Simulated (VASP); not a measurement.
# Ga (C2/c) in VASP: settings compared

Ga is run at these levels: r2SCAN, revPBE+D4; tasks: single point.

All numbers are computed with VASP 6.6.1; they aren't measurements. Logs are shortened: lines on timing, memory, paths and dates and some standing lists are left out, and cuts for length are marked.

## 1. The cell of the first run

Symmetry: C2/c, No. 15, monoclinic system. Conventional cell: a = 2.766 Å, b = 8.053 Å, c = 3.332 Å, α = 90.00°, β = 92.02°, γ = 90.00°. Within 3.5 Å of Ga (site symmetry 2) lie 10 Ga at 2.69 to 3.33 Å.

## 2. Single point, r2SCAN

The input, POSCAR:

```
Ga
1.0
    1.3830000000     -4.0265000000      0.0000000000
    1.3830000000      4.0265000000      0.0000000000
   -0.1174474948      0.0000000000      3.3299294416
Ga
2
Direct
    0.1310000000      0.8690000000      0.7500000000
    0.8690000000      0.1310000000      0.2500000000
```

The input, INCAR.step1:

```
PREC = Accurate ; ENCUT = 520
ISMEAR = -1 ; SIGMA = 0.05
LREAL = False ; LASPH = True
NELM = 60 ; NBANDS = 20
GGA = PE ; ALGO = Normal
EDIFF = 1E-4 ; LWAVE = True
LCHARG = False
```

The input, INCAR.step2:

```
PREC = Accurate ; ENCUT = 520
EDIFF = 1E-6 ; ISMEAR = -1
SIGMA = 0.05 ; LREAL = False
LASPH = True ; NELM = 60
ALGO = Normal ; ISIF = 2
LWAVE = False ; LCHARG = True
METAGGA = R2SCAN ; LMIXTAU = True
LELF = True ; LVHAR = True
NBANDS = 20 ; ISTART = 1
```

The input, KPOINTS:

```
Automatic mesh
0
Gamma
  10 10 8
```

Potentials or basis: VASP PAW PBE potentials, release 64 (Ga_d).

On the command line:

```console
$ cat potpaw_PBE.64/Ga_d/POTCAR > POTCAR
$ cp INCAR.step1 INCAR
$ mpirun -np 1 vasp_std > vasp.out
$ cp INCAR.step2 INCAR
$ mpirun -np 1 vasp_std > vasp.out
```

OUTCAR:

```text
PREC = Accurate
   ENCUT = 520
   EDIFF = 1E-6
   ISMEAR = -1
   LREAL = False
   LASPH = True
   NELM = 60
   ISIF = 2
   METAGGA = R2SCAN
   ISTART = 1

 ion  position               nearest neighbor table
   1  0.131  0.869  0.750-   2 2.69   2 2.69   2 2.86   2 2.86   2 2.92   2 2.92
   2  0.869  0.131  0.250-   1 2.69   1 2.69   1 2.86   1 2.86   1 2.92   1 2.92

  LATTYP: Found a base centered monoclinic cell.
 ALAT       =     2.7660000000
 B/A-ratio  =     2.9114244396
 C/A-ratio  =     1.2046276211
 COS(beta)  =    -0.0352483478

  Lattice vectors:

 A1 = (   1.3830000000,  -4.0265000000,   0.0000000000)
 A2 = (   1.3830000000,   4.0265000000,   0.0000000000)
 A3 = (  -0.1174474948,   0.0000000000,   3.3299294416)

Analysis of symmetry for initial positions (statically):
=====================================================================
 Subroutine PRICEL returns:
 Original cell was already a primitive cell.

 Routine SETGRP: Setting up the symmetry group for a
 base centered monoclinic supercell.

 Subroutine GETGRP returns: Found  4 space group operations
 (whereof  2 operations were pure point group operations)
 out of a pool of  4 trial point group operations.

The static configuration has the point symmetry S_2 .
 The point group associated with its full space group is C_2h.

Analysis of symmetry for dynamics (positions and initial velocities):
=====================================================================
 Subroutine PRICEL returns:
 Original cell was already a primitive cell.

 Routine SETGRP: Setting up the symmetry group for a
 base centered monoclinic supercell.

 Subroutine GETGRP returns: Found  4 space group operations
 (whereof  2 operations were pure point group operations)
 out of a pool of  4 trial point group operations.

The dynamic configuration has the point symmetry S_2 .
 The point group associated with its full space group is C_2h.

 Subroutine INISYM returns: Found  4 space group operations
 (whereof  2 operations are pure point group operations),
 and found     1 'primitive' translations

----------------------------------------------------------------------------------------

                                     Primitive cell

  volume of cell :      37.0864

  direct lattice vectors                    reciprocal lattice vectors
     1.383000000 -4.026500000  0.000000000     0.361532899 -0.124177325  0.012751361
     1.383000000  4.026500000  0.000000000     0.361532899  0.124177325  0.012751361
    -0.117447495  0.000000000  3.329929442     0.000000000  0.000000000  0.300306663

  length of vectors
     4.257392541  4.257392541  3.332000000     0.382476983  0.382476983  0.300306663

  position of ions in fractional coordinates (direct lattice)
     0.131000000  0.869000000  0.750000000
     0.869000000  0.131000000  0.250000000

  ion indices of the primitive-cell ions
   primitive index   ion index
                 1           1
                 2           2

----------------------------------------------------------------------------------------

 KPOINTS: Automatic mesh

Automatic generation of k-mesh.
 Grid dimensions read from file:
 generate k-points for:   10   10    8

 Generating k-lattice:

  Cartesian coordinates                     Fractional coordinates (reciprocal lattice)
     0.036153290 -0.012417733  0.001275136     0.100000000  0.000000000 -0.000000000
     0.036153290  0.012417733  0.001275136     0.000000000  0.100000000 -0.000000000
     0.000000000  0.000000000  0.037538333     0.000000000  0.000000000  0.125000000

  Length of vectors
     0.038247698  0.038247698  0.037538333

  Shift w.r.t. Gamma in fractional coordinates (k-lattice)
     0.000000000  0.000000000  0.000000000

 Subroutine IBZKPT returns following result:
 ===========================================

 Found    227 irreducible k-points:

 Following reciprocal coordinates:
            Coordinates               Weight
  0.000000  0.000000  0.000000      1.000000
  0.100000 -0.000000  0.000000      4.000000
  0.200000 -0.000000  0.000000      4.000000
  0.300000 -0.000000  0.000000      4.000000
  0.400000 -0.000000  0.000000      4.000000
  0.500000 -0.000000  0.000000      2.000000
[... 16 lines left out ...]
  0.300000  0.300000  0.000000      2.000000
  0.400000  0.300000  0.000000      4.000000
 [... further k-points ...]
   k-points           NKPTS =    227   k-points in BZ     NKDIM =    227   number of bands    NBANDS=     20
   number of dos      NEDOS =    301   number of ions     NIONS =      2
   total plane-waves  NPLWV =  28672
   dimension x,y,z NGX =    32 NGY =   32 NGZ =   28
   dimension x,y,z NGXF=    64 NGYF=   64 NGZF=   56
   ions per type =               2
   NGX,Y,Z   is equivalent  to a cutoff of  12.50, 12.50, 13.97 a.u.
   NGXF,Y,Z  is equivalent  to a cutoff of  24.99, 24.99, 27.94 a.u.
 SYSTEM =  unknown system
   PREC   = accura    normal or accurate (medium, high low for compatibility)
   ISTART =      1    job   : 0-new  1-cont  2-samecut
   ICHARG =      0    charge: 1-file 2-atom 10-const
   ISPIN  =      1    spin polarized calculation?
   LNONCOLLINEAR =      F non collinear calculations
   LSORBIT =      F    spin-orbit coupling
   LASPH  =      T    aspherical Exc in radial PAW
   ENCUT  =  520.0 eV  38.22 Ry    6.18 a.u.   7.92  7.92  6.20*2*pi/ulx,y,z
   NELM   =     60;   NELMIN=  2; NELMDL=  0     # of ELM steps
   EDIFF  = 0.1E-05   stopping-criterion for ELM
   LREAL  =      F    real-space projection
   EDIFFG = 0.1E-04   stopping-criterion for IOM
   NSW    =      0    number of steps for IOM
   IBRION =     -1    ionic relax: 0-MD 1-quasi-New 2-CG
   NFREE  =      0    steps in history (QN), initial steepest desc. (CG)
   ISIF   =      2    stress and relaxation
   ISYM   =      2    0-nonsym 1-usesym 2-fastsym
   POTIM  = 0.5000    time-step for ionic-motion
   TEBEG  =    0.0;   TEEND  =   0.0 temperature during run
   PSTRESS=    0.0 pullay stress
   NELECT =      26.0000    total number of electrons
   NUPDOWN=      -1.0000    fix difference up-down
   EMIN   =  10.00;   EMAX   =-10.00  energy-range for DOS
   EFERMI =   0.00;   METHOD = LEGACY
   ISMEAR =    -1;   SIGMA  =   0.05  broadening in eV -4-tet -1-fermi 0-gaus
   EFERMI_NEDOS =   21; number of points for ismear=-14 and -15
   IALGO  =     38    algorithm
   IMIX   =      4    mixing-type and parameters
     AMIX     =   0.40;   BMIX     =  1.00
     AMIX_MAG =   1.60;   BMIX_MAG =  1.00
  volume/ion in A,a.u.               =      18.54       125.14
  Fermi-wavevector in a.u.,A,eV,Ry     =   1.454323  2.748273 28.777089  2.115056
  Thomas-Fermi vector in A             =   2.571487
   LORBIT       =      0    0 simple, 1 ext, 2 COOP (PROOUT), +10 PAW based schemes
   METAGGA = R2SCAN    functional components
   LHFCALC =     F    Hartree Fock is set to
   AEXX    =    0.0000 exact exchange contribution
   IVDW    =     0    specifies the selected vdW correction
   LEPSILON=     F    determine dielectric tensor
   LRPA    =     F    only Hartree local field effects (RPA)
 non-spin polarized calculation
  energy-cutoff  :      520.00
  volume of cell :       37.09
 maximum number of plane-waves:      1014
   NGX = 15   NGY = 15   NGZ = 13

 number of electron      26.0000006 magnetization

 Free energy of the ion-electron system (eV)
  ---------------------------------------------------
  ext. energy  EPLUGINS =         0.00000000
  ---------------------------------------------------
  free energy    TOTEN  =       -22.71902694 eV

  energy without entropy =      -22.71420108  energy(sigma->0) =      -22.71661401

 E-fermi :   5.5414     XC(G=0): -12.1503

 val. band max:        5.5286109422   @ k =   0.3000   0.1000   0.2500
 cond. band min:       5.5649404754   @ k =   0.0000   0.0000   0.3750
 fundamental gap:      0.0363295331
 Fermi energy:         5.5413690415

 k-point     1 :       0.0000    0.0000    0.0000
  band No.  band energies     occupation
      1     -10.1512      2.00000
      2     -10.1441      2.00000
      3     -10.1034      2.00000
      4     -10.0772      2.00000
      5      -9.7921      2.00000
      6      -9.7871      2.00000
[... 12 lines left out ...]
     19      16.8734      0.00000
     20      19.2733      0.00000

 k-point     2 :       0.1000   -0.0000    0.0000
  band No.  band energies     occupation
      1     -10.1428      2.00000
      2     -10.1263      2.00000
      3     -10.0805      2.00000
      4     -10.0386      2.00000
      5      -9.8112      2.00000
      6      -9.8065      2.00000
[... 12 lines left out ...]
     19      17.2626      0.00000
     20      20.0990      0.00000

 k-point     3 :       0.2000   -0.0000    0.0000
  band No.  band energies     occupation
      1     -10.1216      2.00000
      2     -10.0893      2.00000
      3     -10.0228      2.00000
      4      -9.9443      2.00000
      5      -9.8624      2.00000
      6      -9.8502      2.00000
[... 12 lines left out ...]
     19      17.4897      0.00000
     20      21.2493      0.00000

 k-point     4 :       0.3000   -0.0000    0.0000
  band No.  band energies     occupation
      1     -10.0976      2.00000
      2     -10.0539      2.00000
      3      -9.9749      2.00000
      4      -9.9455      2.00000
      5      -9.9270      2.00000
      6      -9.8313      2.00000
[... 12 lines left out ...]
     19      17.7609      0.00000
     20      19.9793      0.00000

 k-point     5 :       0.4000   -0.0000    0.0000
  band No.  band energies     occupation
      1     -10.0807      2.00000
      2     -10.0525      2.00000
      3      -9.9863      2.00000
      4      -9.9736      2.00000
      5      -9.9529      2.00000
      6      -9.8432      2.00000
[... 12 lines left out ...]
     19      16.9694      0.00000
     20      18.6074      0.00000

 k-point     6 :       0.5000   -0.0000    0.0000
  band No.  band energies     occupation
      1     -10.0740      2.00000
      2     -10.0657      2.00000
      3     -10.0076      2.00000
      4      -9.9634      2.00000
      5      -9.9618      2.00000
      6      -9.8441      2.00000
[... 12 lines left out ...]
     19      16.9461      0.00000
     20      17.7950      0.00000

 k-point     7 :       0.1000    0.1000    0.0000
  band No.  band energies     occupation
      1     -10.1313      2.00000
      2     -10.0962      2.00000
      3     -10.0073      2.00000
      4      -9.9597      2.00000
      5      -9.8468      2.00000
      6      -9.8367      2.00000
[... 12 lines left out ...]
     19      17.9603      0.00000
     20      20.2994      0.00000
[... 277 lines left out ...]
 k-point    20 :      -0.4000    0.2000    0.0000
  band No.  band energies     occupation
      1     -10.0809      2.00000
      2     -10.0534      2.00000
      3     -10.0222      2.00000
      4      -9.9184      2.00000
      5      -9.8954      2.00000
      6      -9.8686      2.00000
[... 12 lines left out ...]
     19      15.7464      0.00000
     20      20.8118      0.00000

 k-point    21 :      -0.3000    0.2000    0.0000
  band No.  band energies     occupation
      1     -10.1521      2.00000
      2     -10.0801      2.00000
      3     -10.0610      2.00000
      4      -9.9748      2.00000
      5      -9.8610      2.00000
      6      -9.8430      2.00000
[... 12 lines left out ...]
     19      16.9587      0.00000
     20      20.6043      0.00000

 k-point    22 :      -0.2000    0.2000    0.0000
  band No.  band energies     occupation
      1     -10.1738      2.00000
      2     -10.1066      2.00000
      3     -10.0886      2.00000
      4     -10.0220      2.00000
      5      -9.8341      2.00000
      6      -9.8165      2.00000
[... 12 lines left out ...]
     19      18.0003      0.00000
     20      18.5231      0.00000

 k-point    23 :       0.3000    0.3000    0.0000
  band No.  band energies     occupation
      1     -10.0773      2.00000
      2     -10.0638      2.00000
      3      -9.9778      2.00000
      4      -9.9286      2.00000
      5      -9.8839      2.00000
      6      -9.8628      2.00000
[... 12 lines left out ...]
     19      15.7700      0.00000
     20      17.3963      0.00000

 k-point    24 :       0.4000    0.3000    0.0000
  band No.  band energies     occupation
      1     -10.0452      2.00000
      2     -10.0409      2.00000
      3      -9.9639      2.00000
      4      -9.9290      2.00000
      5      -9.9044      2.00000
      6      -9.8537      2.00000
[... 12 lines left out ...]
     19      15.7495      0.00000
     20      18.0411      0.00000

 [... further k-points ...]

------------------------ aborting loop because EDIFF is reached ----------------------------------------

  FORCE on cell =-STRESS in cart. coord.  units (eV):
  Direction    XX          YY          ZZ          XY          YZ          ZX
  --------------------------------------------------------------------------------------
  -------------------------------------------------------------------------------------
  Total       -0.1604377     -0.3624384     -0.4746099      0.0000000      0.0000000      0.1449020
  in kB       -6.9310977    -15.6577675    -20.5037086      0.0000000      0.0000000      6.2599402
  external PRESSURE =     -14.3641913 kB  Pullay stress =       0.0000000 kB

 VOLUME and BASIS-vectors are now :
 -----------------------------------------------------------------------------
  energy-cutoff  :      520.00
  volume of cell :       37.09
      direct lattice vectors                 reciprocal lattice vectors
     1.383000000 -4.026500000  0.000000000     0.361532899 -0.124177325  0.012751361
     1.383000000  4.026500000  0.000000000     0.361532899  0.124177325  0.012751361
    -0.117447495  0.000000000  3.329929442     0.000000000  0.000000000  0.300306663

 POSITION                                       TOTAL-FORCE (eV/Angst)
 -----------------------------------------------------------------------------------
      1.29491      2.97156      2.49745        -0.000000     -0.209168     -0.000000
      1.35364     -2.97156      0.83248         0.000000      0.209168      0.000000
 -----------------------------------------------------------------------------------
    total drift:                                0.000000      0.000000     -0.000000

  FREE ENERGIE OF THE ION-ELECTRON SYSTEM (eV)
  ---------------------------------------------------
  free  energy   TOTEN  =       -22.7190269417 eV

  energy  without entropy=      -22.7142010773  energy(sigma->0) =      -22.71661401
```

Wall time 12 min (1 thread of Intel Xeon 8259CL, shared host); peak memory 0.27 GiB.

What came out:

| Property | Result |
| --- | --- |
| Free energy | -22.7190 eV |
| Pressure | -1.4 GPa |
| Largest force | 0.209 eV/Å |
| Band gap on the k mesh | zero (bands 13 and 14 overlap by 8.75 eV) |

Forces on the atoms (eV/Å):
```
Ga   0.000 -0.209  0.000
Ga   0.000  0.209  0.000
```

Stress tensor (GPa, compression positive):
```
-0.69  0.00  0.63
 0.00 -1.57  0.00
 0.63  0.00 -2.05
```

Caveat: the PAW data sets were made with another functional, which shifts forces and pressure a little.

## 3. Single point, revPBE+D4

This run uses another cell than the first one, of 17.47 Å³/atom.

The input, INCAR:

```
SYSTEM = Ga
ALGO = Fast
EDIFF = 1E-6
ENCUT = 520
GGA = RE
ISIF = 2
ISMEAR = -1
IVDW = 13
LASPH = .True.
LCHARG = .False.
LREAL = .False.
LWAVE = .False.
NBANDS = 20
NELM = 60
PREC = Accurate
SIGMA = 0.05
```

The input, KPOINTS:

```
k-points
0
Gamma
  10 10 8
  0 0 0
```

The input, POSCAR:

```
Ga
1.0
    1.3915818189     -4.0074864143      0.0114367551
    1.3915818189      4.0074864143      0.0114367551
   -0.0906393426      0.0000000000      3.1315271205
Ga
2
Direct
    0.1345293731      0.8654706269      0.7500000000
    0.8654706269      0.1345293731      0.2500000000
```

Potentials or basis: VASP PAW PBE potentials, release 64 (Ga_d).

On the command line:

```console
$ cat potpaw_PBE.64/Ga_d/POTCAR > POTCAR
$ mpirun -np 1 vasp_std > vasp.out
```

Wall time 50 s (1 thread of Intel Xeon 6975P-C (Granite Rapids), shared host); peak memory 0.25 GiB.

The run converged. Its results:

```
Free energy                : -6.7358 eV
Pressure                   : 0.3 GPa
Band gap on the k mesh     : zero (bands 13 and 14 overlap by 9.51 eV)
Dispersion energy per atom : -0.809 eV
```

Levels at points of the mesh, in eV from the Fermi level:
```csv
k point,band 10,band 11,band 12,band 13,band 14,band 15,band 16,band 17
"(0.00, 0.00, 0.00)",-14.81,-11.84,-2.62,-1.68,2.65,6.39,8.75,9.90
"(0.50, 0.00, 0.00)",-14.86,-6.67,-5.71,-1.96,-0.30,6.68,7.10,9.21
"(0.50, 0.50, 0.00)",-14.87,-9.83,-8.96,4.87,5.88,6.70,7.13,7.19
"(0.00, 0.00, 0.50)",-14.89,-7.88,-7.88,1.60,1.60,2.45,2.45,11.45
"(0.50, 0.00, 0.50)",-14.85,-3.04,-2.96,-1.80,-1.63,1.72,2.06,4.18
"(0.50, 0.50, 0.50)",-14.96,-5.97,-5.97,-4.64,-4.64,10.62,10.62,11.90
```

Caveat: the PAW data sets were made with another functional, which shifts forces and pressure a little.
